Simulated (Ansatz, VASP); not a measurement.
## TiH3 in VASP and in Ansatz

File POSCAR:

```
TiH3
1.0
   -1.5438317712      1.5438317712      3.4485592811
    1.5438317712     -1.5438317712      3.4485592811
    1.5438317712      1.5438317712     -3.4485592811
Ti H
1 3
Direct
    0.0000000000      0.0000000000      0.0000000000
    0.5000000000      0.5000000000      0.0000000000
    0.2500000000      0.7500000000      0.5000000000
    0.7500000000      0.2500000000      0.5000000000
```

Contents of INCAR.step1:

```
SYSTEM = TiH3
PREC     = Accurate       ! precision mode
ENCUT    = 600            ! plane-wave cutoff, eV
ISMEAR   = 0              ! smearing method
SIGMA    = 0.1            ! smearing width, eV
LREAL    = .FALSE.        ! projectors in reciprocal space
LASPH    = .TRUE.         ! aspherical terms in the spheres
NELM     = 60             ! most SCF steps
GGA      = PE             ! functional
ALGO     = Normal         ! electronic algorithm
EDIFF    = 1E-4           ! SCF threshold, eV
LWAVE    = .TRUE.         ! write WAVECAR
LCHARG   = .FALSE.        ! write CHGCAR
```

The input INCAR.step2:

```
SYSTEM = TiH3
PREC     = Accurate       ! precision mode
ENCUT    = 600            ! plane-wave cutoff, eV
EDIFF    = 1E-7           ! SCF threshold, eV
ISMEAR   = 0              ! smearing method
SIGMA    = 0.1            ! smearing width, eV
LREAL    = .FALSE.        ! projectors in reciprocal space
LASPH    = .TRUE.         ! aspherical terms in the spheres
NELM     = 60             ! most SCF steps
ALGO     = Normal         ! electronic algorithm
ISIF     = 3              ! what is computed and relaxed
LWAVE    = .FALSE.        ! write WAVECAR
LCHARG   = .FALSE.        ! write CHGCAR
METAGGA  = R2SCAN         ! meta-GGA
LMIXTAU  = .TRUE.       
IBRION   = 2              ! ionic algorithm
NSW      = 90             ! ionic steps
EDIFFG   = -0.04          ! ionic threshold
ISTART   = 1
```

Contents of KPOINTS:

```
Automatic mesh
0
G
  8 8 8
  0 0 0
```

Input for Ansatz:

```yaml
crystal:
  lattice:
    - [-1.5438317712, 1.5438317712, 3.4485592811]
    - [1.5438317712, -1.5438317712, 3.4485592811]
    - [1.5438317712, 1.5438317712, -3.4485592811]
  atoms:
    - { symbol: Ti, position: [0.0, 0.0, 0.0] }
    - { symbol: H, position: [0.5, 0.5, 0.0] }
    - { symbol: H, position: [0.25, 0.75, 0.5] }
    - { symbol: H, position: [0.75, 0.25, 0.5] }
basis:
  ecutwfc: 500
kpoints:
  mp_grid: { grid: [8, 8, 8] }
hamiltonian:
  xc: r2scan
scf:
  occupations: { method: gaussian, width: 0.1 }
  lower_state_search: "off"
output:
  forces: true
  stress: true
  eigenvalues: true
relax:
  adjacent_minimum: "off"
  f_tol: 0.04
  max_steps: 70
  cell: { stress_tol: 0.4 }
```

Alike in both runs: task relaxation of cell and atoms; functional r2SCAN; k mesh 8 × 8 × 8; occupations gaussian, width 0.1 eV; no spin polarisation.

|  | VASP | Ansatz |
| --- | --- | --- |
| version | VASP 6.6.1 | Ansatz 0.2.0 |
| potentials or method | VASP PAW PBE potentials, release 64 (Ti_sv, H), cutoff 600 eV | scalar-relativistic, plane waves, PAW |
| valence electrons in the cell | 15 | 15 |

Ansatz gave:

```
gap on the k mesh at the Fermi level, each at its own relaxed structure (eV)  : none
relaxed volume (Å³/atom)                                                      : 5.74
relaxed length of the cell vector where the two differ most in proportion (Å) : 3.439
```

Question: Which values does VASP return?

Answer: gap on the k mesh at the Fermi level, each at its own relaxed structure (eV): none; relaxed volume (Å³/atom): 5.74; relaxed length of the cell vector where the two differ most in proportion (Å): 3.443.

VASP's potentials were made for PBE, not for r2SCAN. A gap of «none» marks a metal or a gap that the smearing closes.

Noted on VASP's run: the volume moved by over 15 % at a fixed basis, so the end points are rough.
